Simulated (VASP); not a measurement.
# Ta (Im-3m) in VASP: single point with LDA

Aim: the single point of Ta with LDA.

Program: VASP 6.6.1. These are calculated values, not measurements. Logs are shortened: lines on timing, memory, paths and dates and some standing lists are left out, and cuts for length are marked.

## (1) The cell of the first run

The structure is cubic, space group Im-3m (No. 229). The conventional cell has a = 3.256 Å, b = 3.256 Å, c = 3.256 Å, α = 90.00°, β = 90.00°, γ = 90.00°. Within 3.7 Å of Ta (site symmetry m-3m) lie 14 Ta at 2.82 to 3.26 Å.

## (2) Single point, LDA, non-collinear spin, zero start, spin-orbit coupling

The input, INCAR:

```
SYSTEM = Ta
  ALGO = Normal
  EDIFF = 1E-6
  ENCUT = 520
  GGA = CA
  GGA_COMPAT = .False.
  ISIF = 2
  ISMEAR = -1
  LASPH = .True.
  LCHARG = .True.
  LMAXMIX = 4
  LORBIT = 11
  LORBMOM = .True.
  LREAL = .False.
  LSORBIT = .True.
  LVHAR = .True.
  LWAVE = .False.
  MAGMOM = 0 0 0
  NBANDS = 22
  NELM = 150
  PREC = Accurate
  SIGMA = 0.05
```

The input, KPOINTS:

```
k-points
0
Gamma
  14 14 14
  0 0 0
```

The input, POSCAR:

```
Ta
1.0
   -1.6277543238      1.6277543238      1.6277543238
    1.6277543238     -1.6277543238      1.6277543238
    1.6277543238      1.6277543238     -1.6277543238
Ta
1
Direct
    0.0000000000      0.0000000000      0.0000000000
```

Potentials or basis: VASP PAW LDA potentials, release 64 (Ta_pv).

Started as:

```console
$ cat potpaw_LDA.64/Ta_pv/POTCAR > POTCAR
$ mpirun -np 1 vasp_ncl > vasp.out
```

OUTCAR:

```text
SYSTEM = Ta
   EDIFF = 1E-6
   ENCUT = 520
   GGA = CA
   ISIF = 2
   ISMEAR = -1
   LASPH = .True.
   LORBIT = 11
   LREAL = .False.
   LSORBIT = .True.
   NELM = 150
   PREC = Accurate

 ion  position               nearest neighbor table
   1  0.000  0.000  0.000-

  LATTYP: Found a body centered cubic cell.
 ALAT       =     3.2555086476

  Lattice vectors:

 A1 = (  -1.6277543238,   1.6277543238,   1.6277543238)
 A2 = (   1.6277543238,  -1.6277543238,   1.6277543238)
 A3 = (   1.6277543238,   1.6277543238,  -1.6277543238)

Analysis of symmetry for initial positions (statically):
=====================================================================
 Subroutine PRICEL returns:
 Original cell was already a primitive cell.

 Routine SETGRP: Setting up the symmetry group for a
 body centered cubic supercell.

 Subroutine GETGRP returns: Found 48 space group operations
 (whereof 48 operations were pure point group operations)
 out of a pool of 48 trial point group operations.

The static configuration has the point symmetry O_h .

Analysis of symmetry for dynamics (positions and initial velocities):
=====================================================================
 Subroutine PRICEL returns:
 Original cell was already a primitive cell.

 Routine SETGRP: Setting up the symmetry group for a
 body centered cubic supercell.

 Subroutine GETGRP returns: Found 48 space group operations
 (whereof 48 operations were pure point group operations)
 out of a pool of 48 trial point group operations.

The dynamic configuration has the point symmetry O_h .

Analysis of structural, dynamic, and magnetic symmetry:
=====================================================================
 Subroutine PRICEL returns:
 Original cell was already a primitive cell.

 Routine SETGRP: Setting up the symmetry group for a
 body centered cubic supercell.

 Subroutine GETGRP returns: Found 48 space group operations
 (whereof 48 operations were pure point group operations)
 out of a pool of 48 trial point group operations.

The overall configuration has the point symmetry O_h .

 Subroutine INISYM returns: Found 48 space group operations
 (whereof 48 operations are pure point group operations),
 and found     1 'primitive' translations

----------------------------------------------------------------------------------------

                                     Primitive cell
[... 148 lines left out ...]
  band No.  band energies     occupation
      1     -32.4784      1.00000
      2     -32.4784      1.00000
      3     -24.3944      1.00000
      4     -24.3944      1.00000
      5     -24.3944      1.00000
      6     -24.3944      1.00000
[... 589 lines left out ...]
     21      19.3157      0.00000
     22      19.3157      0.00000

 [... further k-points ...]

------------------------ aborting loop because EDIFF is reached ----------------------------------------

  FORCE on cell =-STRESS in cart. coord.  units (eV):
  Direction    XX          YY          ZZ          XY          YZ          ZX
  --------------------------------------------------------------------------------------
  -------------------------------------------------------------------------------------
  Total        0.0615130      0.0615130      0.0615130      0.0000000      0.0000000      0.0000000
  in kB        5.7128213      5.7128213      5.7128213      0.0000000      0.0000000      0.0000000
  external PRESSURE =       5.7128213 kB  Pullay stress =       0.0000000 kB

 VOLUME and BASIS-vectors are now :
 -----------------------------------------------------------------------------
  energy-cutoff  :      520.00
  volume of cell :       17.25
      direct lattice vectors                 reciprocal lattice vectors
    -1.627754324  1.627754324  1.627754324     0.000000000  0.307171661  0.307171661
     1.627754324 -1.627754324  1.627754324     0.307171661  0.000000000  0.307171661
     1.627754324  1.627754324 -1.627754324     0.307171661  0.307171661  0.000000000

 POSITION                                       TOTAL-FORCE (eV/Angst)
 -----------------------------------------------------------------------------------
      0.00000      0.00000      0.00000         0.000000     -0.000000      0.000000
 -----------------------------------------------------------------------------------
    total drift:                               -0.000000      0.000000     -0.000000

  FREE ENERGIE OF THE ION-ELECTRON SYSTEM (eV)
  ---------------------------------------------------
  free  energy   TOTEN  =       -13.5663495652 eV

  energy  without entropy=      -13.5559239396  energy(sigma->0) =      -13.56113675

 orbital moment (x)

 # of ion     p       d       tot
 ----------------------------------------
  1         0.000   0.000   0.000
 ----------------------------------------
            0.000   0.000   0.000

 orbital moment (y)

 # of ion     p       d       tot
 ----------------------------------------
  1         0.000  -0.000  -0.000
 ----------------------------------------
            0.000  -0.000  -0.000

 orbital moment (z)

 # of ion     p       d       tot
 ----------------------------------------
  1         0.000   0.000   0.000
 ----------------------------------------
            0.000   0.000   0.000

 Spin-Orbit-Coupling matrix elements

 Ion:    1  E_soc:     -1.4461893
 l=   1
     0.0000000    -0.2197171    -0.2197171
    -0.2197171     0.0000000    -0.2197171
    -0.2197171    -0.2197171     0.0000000
 l=   2
     0.0000000    -0.0054335     0.0000000    -0.0054335    -0.0158809
    -0.0054335     0.0000000    -0.0119107    -0.0054335    -0.0039702
     0.0000000    -0.0119107     0.0000000    -0.0119107     0.0000000
    -0.0054335    -0.0054335    -0.0119107     0.0000000    -0.0039702
    -0.0158809    -0.0039702     0.0000000    -0.0039702     0.0000000
 l=   3
     0.0000000     0.0000000     0.0000000     0.0000000     0.0000000     0.0000000     0.0000000
     0.0000000     0.0000000     0.0000000     0.0000000     0.0000000     0.0000000     0.0000000
     0.0000000     0.0000000     0.0000000     0.0000000     0.0000000     0.0000000     0.0000000
     0.0000000     0.0000000     0.0000000     0.0000000     0.0000000     0.0000000     0.0000000
     0.0000000     0.0000000     0.0000000     0.0000000     0.0000000     0.0000000     0.0000000
     0.0000000     0.0000000     0.0000000     0.0000000     0.0000000     0.0000000     0.0000000
     0.0000000     0.0000000     0.0000000     0.0000000     0.0000000     0.0000000     0.0000000

 total charge

# of ion       s       p       d       tot
------------------------------------------
    1        0.381   6.172   2.496   9.049

 magnetization (x)

# of ion       s       p       d       tot
------------------------------------------
    1        0.000   0.000   0.000   0.000

 magnetization (y)

# of ion       s       p       d       tot
------------------------------------------
    1        0.000   0.000  -0.000  -0.000

 magnetization (z)

# of ion       s       p       d       tot
------------------------------------------
    1        0.000   0.000  -0.000  -0.000
```

stdout:

```text
POSCAR found type information on POSCAR Ta
 POSCAR found :  1 types and       1 ions
 scaLAPACK will be used
 LDA part: xc-table for (Slater(with rela. corr.)+CA(PZ))
 , standard interpolation
 POSCAR, INCAR and KPOINTS ok, starting setup
 FFT: planning ... GRIDC
 FFT: planning ... GRID_SOFT
 FFT: planning ... GRID
 WAVECAR not read
 entering main loop
```

Run time: 2 min. Hardware: 1 thread of AMD EPYC 7R13, shared host; peak memory 0.18 GiB.

Results:

| Quantity | Value |
| --- | --- |
| Free energy | -13.5663 eV |
| Pressure | 0.6 GPa |
| Net moment | 0.00 μB per cell |
| Valence electrons inside the program's atomic spheres | Ta 9.05 |

Moments on the atoms (μB; x, y, z):
```
Ta  0.00 0.00 0.00
```
